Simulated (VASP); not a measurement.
Ni3Ge: single point with r2SCAN+rVV10

The system is Ni3Ge.

```
CELL_PARAMETERS angstrom
3.52111 0.00000 0.00000
0.00000 3.52111 0.00000
0.00000 0.00000 3.52111
ATOMIC_POSITIONS crystal
Ni 0.50000 0.00000 0.50000
Ni 0.00000 0.50000 0.50000
Ni 0.50000 0.50000 0.00000
Ge 0.00000 0.00000 0.00000
```

```
Program                : VASP 6.6.1
Task                   : single point
Functional             : r2SCAN
Dispersion             : rVV10
Potentials or basis    : VASP PAW PBE potentials, release 64 (Ni, Ge_d)
Cutoff                 : 520 eV
k mesh                 : 12 × 12 × 12
Occupations            : gaussian, width 0.1 eV
Spin                   : no spin polarisation
Dipole correction      : no
Further INCAR settings : ALGO = Normal; EDIFF = 1e-06; NBANDS = 30
```

| Item | Value |
| --- | --- |
| Pressure | 0.5 GPa |
| Band gap on the k mesh | zero (bands 22 and 23 overlap by 0.27 eV) |

Levels at points of the mesh, in eV from the Fermi level:
| k point | band 20 | band 21 | band 22 | band 23 | band 24 | band 25 |
| --- | --- | --- | --- | --- | --- | --- |
| (0.00, 0.00, 0.00) | -0.71 | -0.36 | 0.04 | 0.04 | 0.04 | 4.36 |
| (0.50, 0.00, 0.00) | -1.23 | -0.65 | 0.04 | 3.77 | 3.77 | 5.24 |
| (0.50, 0.50, 0.00) | -1.17 | -0.99 | -0.95 | 0.63 | 0.63 | 5.95 |
| (0.50, 0.50, 0.50) | -1.23 | -0.59 | -0.23 | -0.23 | -0.23 | 0.81 |

Run time: 13 min on 1 thread of Intel Xeon 8259CL, on a shared host, peak memory 0.34 GiB.

Caveat: the PAW data sets were made with another functional, which shifts forces and pressure a little. Spin polarisation is off, so any magnetic state and its effect on volume and gap are missing.
